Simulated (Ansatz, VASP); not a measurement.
**Si in VASP and in Ansatz**

```
CELL_PARAMETERS angstrom
2.78085 0.00000 0.00000
-1.39043 2.40829 0.00000
0.00000 0.00000 4.67918
ATOMIC_POSITIONS crystal
Si 0.33333 0.66667 0.25000
Si 0.66667 0.33333 0.75000
```

Alike in both runs: task single point; functional PBEsol; k mesh 15 × 15 × 8; occupations fermi-dirac, width 0.1 eV; no spin polarisation.

|  | VASP | Ansatz |
| --- | --- | --- |
| version | VASP 6.6.1 | Ansatz 0.2.0 |
| potentials or method | VASP PAW PBE potentials, release 64 (Si), cutoff 520 eV | plane waves (420 eV) with PAW, scalar-relativistic |
| valence electrons in the cell | 8 | 8 |

```tsv
	VASP	Ansatz	Ansatz less VASP
pressure (GPa)	-8.5	-8.6	-0.09
traceless stress, the component that is largest in VASP (GPa)	1.00	1.01	+0.002
```

VASP's potentials were made for PBE, not for PBEsol, and Ansatz warns of the same on its side.
